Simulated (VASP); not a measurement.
Wanted: the native input for a VASP 6.6.1 run.

```
Task                   : single point
Functional             : r2SCAN
Potentials or basis    : VASP PAW PBE potentials, release 64 (Zn, O)
Cutoff                 : 520 eV
k mesh                 : 9 × 9 × 6
Occupations            : gaussian, width 0.01 eV
Spin                   : no spin polarisation
Dipole correction      : no
Further INCAR settings : ALGO = Normal; EDIFF = 1e-06; NBANDS = 26
```

Crystal: ZnO.

```
CELL_PARAMETERS angstrom
3.41653 0.00000 0.00000
-1.70827 2.95880 0.00000
0.00000 0.00000 4.47757
ATOMIC_POSITIONS crystal
Zn 0.33333 0.66667 0.25000
Zn 0.66667 0.33333 0.75000
O 0.66667 0.33333 0.25000
O 0.33333 0.66667 0.75000
```

One way to write it, as run:

POSCAR

```
ZnO
1.0
    3.4165334496      0.0000000000      0.0000000000
   -1.7082667248      2.9588047602      0.0000000000
    0.0000000000      0.0000000000      4.4775677032
Zn O
2 2
Direct
    0.3333333333      0.6666666667      0.2500000000
    0.6666666667      0.3333333333      0.7500000000
    0.6666666667      0.3333333333      0.2500000000
    0.3333333333      0.6666666667      0.7500000000
```

INCAR.step1

```
PREC     = Accurate       # precision mode
ENCUT    = 520            # plane-wave cutoff, eV
ISMEAR   = 0              # smearing method
SIGMA    = 0.01           # smearing width, eV
LREAL    = False          # projectors in reciprocal space
LASPH    = True           # aspherical terms in the spheres
NELM     = 60             # most SCF steps
NBANDS   = 26             # bands
GGA      = PE             # functional
ALGO     = Normal         # electronic algorithm
EDIFF    = 1E-4           # SCF threshold, eV
LWAVE    = True           # write WAVECAR
LCHARG   = False          # write CHGCAR
```

INCAR.step2

```
PREC     = Accurate       # precision mode
ENCUT    = 520            # plane-wave cutoff, eV
EDIFF    = 1E-6           # SCF threshold, eV
ISMEAR   = 0              # smearing method
SIGMA    = 0.01           # smearing width, eV
LREAL    = False          # projectors in reciprocal space
LASPH    = True           # aspherical terms in the spheres
NELM     = 60             # most SCF steps
ALGO     = Normal         # electronic algorithm
ISIF     = 2              # what is computed and relaxed
LWAVE    = False          # write WAVECAR
LCHARG   = False          # write CHGCAR
METAGGA  = R2SCAN         # meta-GGA
LMIXTAU  = True         
NBANDS   = 26             # bands
ISTART   = 1
```

KPOINTS

```
Automatic mesh
0
Gamma
  9 9 6
```

Potentials or basis: VASP PAW PBE potentials, release 64 (Zn, O).

Launch:

```bash
$ cat potpaw_PBE.64/Zn/POTCAR potpaw_PBE.64/O/POTCAR > POTCAR
$ cp INCAR.step1 INCAR
$ mpirun -np 1 vasp_std > vasp.out
$ cp INCAR.step2 INCAR
$ mpirun -np 1 vasp_std > vasp.out
```

It gave:

The pressure is 1.1 GPa. The band gap on the k mesh is 1.48 eV, indirect (least direct gap 1.51 eV).

Caveat: the PAW data sets were made with another functional, which shifts forces and pressure a little.

It took 2.6 min on 1 thread of Intel(R) Xeon(R) Platinum 8375C CPU @ 2.90GHz (Ice Lake) (shared host), peak memory 0.19 GiB.
